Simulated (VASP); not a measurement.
# Ga2Sb2H10 in VASP: single point with PBE

Aim: the single point of Ga2Sb2H10 with PBE.

All numbers are computed with VASP 6.6.1; they aren't measurements. Logs are shortened: lines on timing, memory, paths and dates and some standing lists are left out, and cuts for length are marked.

## Step 1: The cell of the first run

The cell holds a cluster in a box, 14 atoms: a = 14.600 Å, b = 13.400 Å, c = 13.500 Å, α = 90.00°, β = 90.00°, γ = 90.00°.

## Step 2: Single point, PBE

INCAR reads:

```
ALGO     = Normal         # electronic algorithm
EDIFF    = 1E-6           # SCF threshold, eV
ENCUT    = 400            # plane-wave cutoff, eV
GGA      = PE             # functional
GGA_COMPAT= F            
ISIF     = 2              # what is computed and relaxed
ISMEAR   = 0              # smearing method
LASPH    = T              # aspherical terms in the spheres
LCHARG   = F              # write CHGCAR
LREAL    = F              # projectors in reciprocal space
LWAVE    = F              # write WAVECAR
NBANDS   = 46             # bands
NELM     = 120            # most SCF steps
PREC     = Accurate       # precision mode
SIGMA    = 0.05           # smearing width, eV
```

KPOINTS reads:

```
k-points
0
Gamma
  1 1 1
```

POSCAR reads:

```
GaSbH5
1.0
   14.6000000000      0.0000000000      0.0000000000
    0.0000000000     13.4000000000      0.0000000000
    0.0000000000      0.0000000000     13.5000000000
Ga Sb H
2 2 10
Direct
    0.4481199500      0.4695265366      0.3690406234
    0.6320829591      0.5111204615      0.6360855446
    0.5748026652      0.3865778734      0.4829467164
    0.3873419598      0.6150452192      0.5071288703
    0.4859910350      0.5447852066      0.2908974568
    0.3538380821      0.4153716839      0.3599993256
    0.5238319826      0.2755618825      0.5126479529
    0.6478815295      0.3369887068      0.3968690290
    0.5304005917      0.5519612866      0.6487941775
    0.6975961708      0.5798927988      0.5744856064
    0.6690265458      0.4386887130      0.7173565393
    0.4478444977      0.7174102479      0.5429658105
    0.3398206456      0.5869157420      0.6188923039
    0.2946387977      0.6800514978      0.4629485141
```

Potentials or basis: VASP PAW PBE potentials, release 64 (Ga_d, Sb_d_GW, H).

On the command line:

```bash
$ cat potpaw_PBE.64/Ga_d/POTCAR potpaw_PBE.64/Sb_d_GW/POTCAR potpaw_PBE.64/H/POTCAR > POTCAR
$ mpirun -np 1 vasp_gam > vasp.out
```

OUTCAR:

```text
EDIFF = 1E-6
   ENCUT = 400
   GGA = PE
   ISIF = 2
   ISMEAR = 0
   LASPH = T
   LREAL = F
   NELM = 120
   PREC = Accurate

 ion  position               nearest neighbor table
   1  0.448  0.470  0.369-   5 1.56   6 1.56   3 2.65   4 2.84
   2  0.632  0.511  0.636-  11 1.56  10 1.57   9 1.59   3 2.79
   3  0.575  0.387  0.483-   7 1.71   8 1.71   1 2.65   2 2.79
   4  0.387  0.615  0.507-  12 1.70  13 1.70  14 1.72   1 2.84
   5  0.486  0.545  0.291-   1 1.56
   6  0.354  0.415  0.360-   1 1.56
   7  0.524  0.276  0.513-   3 1.71
   8  0.648  0.337  0.397-   3 1.71
   9  0.530  0.552  0.649-   2 1.59
  10  0.698  0.580  0.574-   2 1.57
  11  0.669  0.439  0.717-   2 1.56
  12  0.448  0.717  0.543-   4 1.70
  13  0.340  0.587  0.619-   4 1.70
  14  0.295  0.680  0.463-   4 1.72

  LATTYP: Found a simple orthorhombic cell.
 ALAT       =    13.4000000000
 B/A-ratio  =     1.0074626866
 C/A-ratio  =     1.0895522388

  Lattice vectors:

 A1 = (   0.0000000000,  13.4000000000,   0.0000000000)
 A2 = (   0.0000000000,   0.0000000000,  13.5000000000)
 A3 = (  14.6000000000,   0.0000000000,   0.0000000000)

Analysis of symmetry for initial positions (statically):
=====================================================================
 Subroutine PRICEL returns:
 Original cell was already a primitive cell.

 Routine SETGRP: Setting up the symmetry group for a
 simple orthorhombic supercell.

 Subroutine GETGRP returns: Found  1 space group operations
 (whereof  1 operations were pure point group operations)
 out of a pool of  8 trial point group operations.

The static configuration has the point symmetry C_1 .

Analysis of symmetry for dynamics (positions and initial velocities):
=====================================================================
 Subroutine PRICEL returns:
 Original cell was already a primitive cell.

 Routine SETGRP: Setting up the symmetry group for a
 simple orthorhombic supercell.

 Subroutine GETGRP returns: Found  1 space group operations
 (whereof  1 operations were pure point group operations)
 out of a pool of  8 trial point group operations.

The dynamic configuration has the point symmetry C_1 .

 Subroutine INISYM returns: Found  1 space group operations
 (whereof  1 operations are pure point group operations),
 and found     1 'primitive' translations

----------------------------------------------------------------------------------------

                                     Primitive cell

  volume of cell :    2641.1400

  direct lattice vectors                    reciprocal lattice vectors
    14.600000000  0.000000000  0.000000000     0.068493151  0.000000000  0.000000000
     0.000000000 13.400000000  0.000000000     0.000000000  0.074626866  0.000000000
     0.000000000  0.000000000 13.500000000     0.000000000  0.000000000  0.074074074

  length of vectors
    14.600000000 13.400000000 13.500000000     0.068493151  0.074626866  0.074074074

  position of ions in fractional coordinates (direct lattice)
     0.448119950  0.469526537  0.369040623
     0.632082959  0.511120461  0.636085545
     0.574802665  0.386577873  0.482946716
     0.387341960  0.615045219  0.507128870
     0.485991035  0.544785207  0.290897457
     0.353838082  0.415371684  0.359999326
     0.523831983  0.275561882  0.512647953
     0.647881529  0.336988707  0.396869029
     0.530400592  0.551961287  0.648794178
     0.697596171  0.579892799  0.574485606
     0.669026546  0.438688713  0.717356539
     0.447844498  0.717410248  0.542965811
     0.339820646  0.586915742  0.618892304
     0.294638798  0.680051498  0.462948514

  ion indices of the primitive-cell ions
   primitive index   ion index
                 1           1
                 2           2
                 3           3
                 4           4
                 5           5
                 6           6
                 7           7
                 8           8
                 9           9
                10          10
                11          11
                12          12
                13          13
                14          14

----------------------------------------------------------------------------------------

 KPOINTS: k-points

Automatic generation of k-mesh.
 Grid dimensions read from file:
 generate k-points for:    1    1    1

 Generating k-lattice:

  Cartesian coordinates                     Fractional coordinates (reciprocal lattice)
     0.068493151  0.000000000  0.000000000     1.000000000  0.000000000  0.000000000
     0.000000000  0.074626866  0.000000000     0.000000000  1.000000000  0.000000000
     0.000000000  0.000000000  0.074074074     0.000000000  0.000000000  1.000000000

  Length of vectors
     0.068493151  0.074626866  0.074074074

  Shift w.r.t. Gamma in fractional coordinates (k-lattice)
     0.000000000  0.000000000  0.000000000

 Subroutine IBZKPT returns following result:
 ===========================================

 Found      1 irreducible k-points:

 Following reciprocal coordinates:
            Coordinates               Weight
  0.000000  0.000000  0.000000      1.000000
   k-points           NKPTS =      1   k-points in BZ     NKDIM =      1   number of bands    NBANDS=     46
   number of dos      NEDOS =    301   number of ions     NIONS =     14
   total plane-waves  NPLWV = 777600
   dimension x,y,z NGX =    96 NGY =   90 NGZ =   90
   dimension x,y,z NGXF=   192 NGYF=  180 NGZF=  180
   ions per type =               2   2  10
   NGX,Y,Z   is equivalent  to a cutoff of  10.93, 11.17, 11.08 a.u.
   NGXF,Y,Z  is equivalent  to a cutoff of  21.86, 22.33, 22.17 a.u.
 SYSTEM =  unknown system
   PREC   = accura    normal or accurate (medium, high low for compatibility)
   ISTART =      0    job   : 0-new  1-cont  2-samecut
   ICHARG =      2    charge: 1-file 2-atom 10-const
   ISPIN  =      1    spin polarized calculation?
   LNONCOLLINEAR =      F non collinear calculations
   LSORBIT =      F    spin-orbit coupling
   LASPH  =      T    aspherical Exc in radial PAW
   ENCUT  =  400.0 eV  29.40 Ry    5.42 a.u.  23.81 21.85 22.02*2*pi/ulx,y,z
   NELM   =    120;   NELMIN=  2; NELMDL= -5     # of ELM steps
   EDIFF  = 0.1E-05   stopping-criterion for ELM
   LREAL  =      F    real-space projection
   EDIFFG = 0.1E-04   stopping-criterion for IOM
   NSW    =      0    number of steps for IOM
   IBRION =     -1    ionic relax: 0-MD 1-quasi-New 2-CG
   NFREE  =      0    steps in history (QN), initial steepest desc. (CG)
   ISIF   =      2    stress and relaxation
   ISYM   =      2    0-nonsym 1-usesym 2-fastsym
   POTIM  = 0.5000    time-step for ionic-motion
   TEBEG  =    0.0;   TEEND  =   0.0 temperature during run
   PSTRESS=    0.0 pullay stress
   NELECT =      66.0000    total number of electrons
   NUPDOWN=      -1.0000    fix difference up-down
   EMIN   =  10.00;   EMAX   =-10.00  energy-range for DOS
   EFERMI =   0.00;   METHOD = LEGACY
   ISMEAR =     0;   SIGMA  =   0.05  broadening in eV -4-tet -1-fermi 0-gaus
   EFERMI_NEDOS =   21; number of points for ismear=-14 and -15
   IALGO  =     38    algorithm
   IMIX   =      4    mixing-type and parameters
     AMIX     =   0.40;   BMIX     =  1.00
     AMIX_MAG =   1.60;   BMIX_MAG =  1.00
  volume/ion in A,a.u.               =     188.65      1273.09
  Fermi-wavevector in a.u.,A,eV,Ry     =   0.478622  0.904464  3.116805  0.229079
  Thomas-Fermi vector in A             =   1.475197
   LORBIT       =      0    0 simple, 1 ext, 2 COOP (PROOUT), +10 PAW based schemes
   GGA     = PE    functional components
   LHFCALC =     F    Hartree Fock is set to
   AEXX    =    0.0000 exact exchange contribution
   IVDW    =     0    specifies the selected vdW correction
   LEPSILON=     F    determine dielectric tensor
   LRPA    =     F    only Hartree local field effects (RPA)
 non-spin polarized calculation
 Gauss-broadening in eV      SIGMA  =   0.05
  energy-cutoff  :      400.00
  volume of cell :     2641.14
 maximum number of plane-waves:     23969
 NGX is ok and might be reduce to    96
   NGX = 47   NGY = 43   NGZ = 45

 number of electron      66.0000023 magnetization

 Free energy of the ion-electron system (eV)
  ---------------------------------------------------
  ext. energy  EPLUGINS =         0.00000000
  ---------------------------------------------------
  free energy    TOTEN  =       -44.67445236 eV

  energy without entropy =      -44.67445236  energy(sigma->0) =      -44.67445236

 E-fermi :  -5.5009     XC(G=0):  -1.1130

 val. band max:       -5.7685616918   @ k =   0.0000   0.0000   0.0000
 cond. band min:      -1.6680957302   @ k =   0.0000   0.0000   0.0000
 fundamental gap:      4.1004659616
 Fermi energy:        -5.5009146218

 k-point     1 :       0.0000    0.0000    0.0000
  band No.  band energies     occupation
      1     -33.7273      2.00000
      2     -33.7261      2.00000
      3     -33.6335      2.00000
      4     -33.6295      2.00000
      5     -33.5864      2.00000
      6     -32.9436      2.00000
      7     -32.9018      2.00000
      8     -32.8343      2.00000
      9     -32.8104      2.00000
     10     -32.7895      2.00000
     11     -18.9041      2.00000
     12     -18.8120      2.00000
     13     -18.7651      2.00000
     14     -18.7138      2.00000
     15     -18.7016      2.00000
     16     -17.9759      2.00000
     17     -17.8562      2.00000
     18     -17.8410      2.00000
     19     -17.7703      2.00000
     20     -17.7516      2.00000
     21     -15.0242      2.00000
     22     -14.1464      2.00000
     23     -10.9893      2.00000
     24     -10.5597      2.00000
     25      -9.0108      2.00000
     26      -8.8756      2.00000
     27      -8.4283      2.00000
     28      -7.4465      2.00000
     29      -7.1361      2.00000
     30      -6.9112      2.00000
     31      -6.3317      2.00000
     32      -6.2991      2.00000
     33      -5.7686      2.00000
     34      -1.6681      0.00000
     35      -1.3002      0.00000
     36      -1.1536      0.00000
     37      -0.8872      0.00000
     38      -0.7808      0.00000
     39      -0.7646      0.00000
     40      -0.2417      0.00000
     41       0.1010      0.00000
     42       0.4096      0.00000
     43       0.5225      0.00000
     44       0.5716      0.00000
     45       0.5964      0.00000
 [bands above 45 left out]

------------------------ aborting loop because EDIFF is reached ----------------------------------------

  FORCE on cell =-STRESS in cart. coord.  units (eV):
  Direction    XX          YY          ZZ          XY          YZ          ZX
  --------------------------------------------------------------------------------------
  -------------------------------------------------------------------------------------
  Total       -0.7531832     -0.7164439     -0.7256367      0.0034860      0.0196090      0.0076580
  in kB       -0.4568985     -0.4346116     -0.4401882      0.0021147      0.0118953      0.0046455
  external PRESSURE =      -0.4438994 kB  Pullay stress =       0.0000000 kB

 VOLUME and BASIS-vectors are now :
 -----------------------------------------------------------------------------
  energy-cutoff  :      400.00
  volume of cell :     2641.14
      direct lattice vectors                 reciprocal lattice vectors
    14.600000000  0.000000000  0.000000000     0.068493151  0.000000000  0.000000000
     0.000000000 13.400000000  0.000000000     0.000000000  0.074626866  0.000000000
     0.000000000  0.000000000 13.500000000     0.000000000  0.000000000  0.074074074

 POSITION                                       TOTAL-FORCE (eV/Angst)
 -----------------------------------------------------------------------------------
      6.54255      6.29166      4.98205        -0.009808      0.007059     -0.012565
      9.22841      6.84901      8.58715         0.009010      0.005051      0.014916
      8.39212      5.18014      6.51978        -0.001575      0.000686     -0.004017
      5.65519      8.24161      6.84624         0.016493     -0.025871     -0.018320
      7.09547      7.30012      3.92712        -0.004520     -0.002904      0.003122
      5.16604      5.56598      4.85999         0.008638     -0.002092      0.003106
      7.64795      3.69253      6.92075        -0.001530     -0.013804      0.006289
      9.45907      4.51565      5.35773         0.005064      0.005643     -0.005776
      7.74385      7.39628      8.75872         0.004736     -0.000281      0.000459
     10.18490      7.77056      7.75556        -0.006592     -0.007884      0.006622
      9.76779      5.87843      9.68431        -0.008582      0.009116     -0.014105
      6.53853      9.61330      7.33004         0.012001      0.010260      0.009280
      4.96138      7.86467      8.35505        -0.006059      0.005536      0.014408
      4.30173      9.11269      6.24980        -0.017277      0.009486     -0.003419
 -----------------------------------------------------------------------------------
    total drift:                                0.002053     -0.005273      0.002444

  FREE ENERGIE OF THE ION-ELECTRON SYSTEM (eV)
  ---------------------------------------------------
  free  energy   TOTEN  =       -44.6744523621 eV

  energy  without entropy=      -44.6744523621  energy(sigma->0) =      -44.67445236
```

Run time: 3.5 min. Hardware: 1 thread of Intel Xeon 6975P-C (Granite Rapids), shared host; peak memory 1.2 GiB.

Results:

| Property | Result |
| --- | --- |
| Free energy | -44.6745 eV |
| Largest force | 0.036 eV/Å |
| Gap between the frontier levels | 4.10 eV |

Forces on the atoms (eV/Å):
```
Ga  -0.010  0.007 -0.013
Ga   0.009  0.005  0.015
Sb  -0.002  0.001 -0.004
Sb   0.016 -0.026 -0.018
H   -0.005 -0.003  0.003
H    0.009 -0.002  0.003
H   -0.002 -0.014  0.006
H    0.005  0.006 -0.006
H    0.005  0.000  0.000
H   -0.007 -0.008  0.007
H   -0.009  0.009 -0.014
H    0.012  0.010  0.009
H   -0.006  0.006  0.014
H   -0.017  0.009 -0.003
```

Levels at points of the mesh, in eV from the valence-band top:
| k point | band 30 | band 31 | band 32 | band 33 | band 34 | band 35 | band 36 | band 37 |
| --- | --- | --- | --- | --- | --- | --- | --- | --- |
| (0.00, 0.00, 0.00) | -1.14 | -0.56 | -0.53 | 0.00 | 4.10 | 4.47 | 4.62 | 4.88 |

Caveat: spin-orbit coupling is left out, which moves the levels of the heavy elements.
